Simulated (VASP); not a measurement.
A run of VASP 6.6.1:

Contents of INCAR:

```
PREC = Accurate
ENCUT = 600
EDIFF = 1E-6
ISMEAR = -1
SIGMA = 0.1
LREAL = False
LASPH = True
NELM = 120
ALGO = Normal
ISIF = 2
LWAVE = False
LCHARG = False
GGA = PE
NBANDS = 27
GGA_COMPAT = False
```

Contents of KPOINTS:

```
regular mesh
0
Gamma
  5 5 5
```

File POSCAR:

```
Cu3N
1.0
    3.7026456614      0.0000000000      0.0000000000
    0.0000000000      3.7026456614      0.0000000000
    0.0000000000      0.0000000000      3.7026456614
Cu N
3 1
Direct
    0.5000000000      0.0000000000      0.0000000000
    0.0000000000      0.5000000000      0.0000000000
    0.0000000000      0.0000000000      0.5000000000
    0.0000000000      0.0000000000      0.0000000000
```

Potentials or basis: VASP PAW PBE potentials, release 64 (Cu, N).

The run is started by

```bash
$ cat potpaw_PBE.64/Cu/POTCAR potpaw_PBE.64/N/POTCAR > POTCAR
$ mpirun -np 1 vasp_std > vasp.out
```

Hardware: 1 thread of AMD EPYC 7R13 (shared host).

Estimate the wall time of this run.

It took 38 s on 1 thread of AMD EPYC 7R13, with other jobs on the host, peak memory 0.14 GiB. Counts: scf iterations 14, k points 10.
